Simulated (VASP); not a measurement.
**TaC3: single point with PBE**

The system is TaC3.

```xyz
4
Lattice="0.0000 2.6616 2.6616 2.6616 0.0000 2.6616 2.6616 2.6616 0.0000" Properties=species:S:1:pos:R:3 pbc="T T T"
Ta    0.0000    0.0000    0.0000
C     1.3308    1.3308    1.3308
C     3.9924    3.9924    3.9924
C     2.6616    2.6616    2.6616
```

```yaml
Program: VASP 6.6.1
Task: single point
Functional: PBE
Potentials_or_basis: VASP PAW PBE potentials, release 64 (Ta_pv, C)
Cutoff: 520 eV
k_mesh: 16 × 16 × 16
Occupations: gaussian, width 0.1 eV
Spin: no spin polarisation
Dipole_correction: no
k_mesh_for_the_DOS: 24 × 24 × 24
Occupations_for_the_DOS: tetrahedron
Further_INCAR_settings: ALGO = Normal; EDIFF = 1e-07
```

```json
{
 "Valence electrons inside the program's atomic spheres": "Ta 8.81; C 2.27, 2.10 (each value once)"
}
```

Levels at points of the mesh, in eV from the Fermi level:
| k point | band 7 | band 8 | band 9 | band 10 | band 11 | band 12 | band 13 | band 14 | band 15 |
| --- | --- | --- | --- | --- | --- | --- | --- | --- | --- |
| (0.00, 0.00, 0.00) | -5.78 | -5.78 | -4.92 | -2.62 | -2.62 | -2.62 | -0.01 | -0.01 | 2.73 |
| (0.50, 0.00, 0.00) | -6.20 | -6.20 | -3.11 | -1.42 | -1.42 | -0.72 | -0.72 | 1.49 | 3.37 |
| (0.50, 0.50, 0.00) | -5.74 | -5.74 | -2.96 | -1.31 | -1.31 | 1.36 | 1.68 | 2.33 | 2.69 |

Run time: 100 s on 1 thread of Intel(R) Xeon(R) 6975P-C (Granite Rapids) (shared host), peak memory 0.34 GiB.

Caveat: spin-orbit coupling is left out, which moves the levels of the heavy elements.
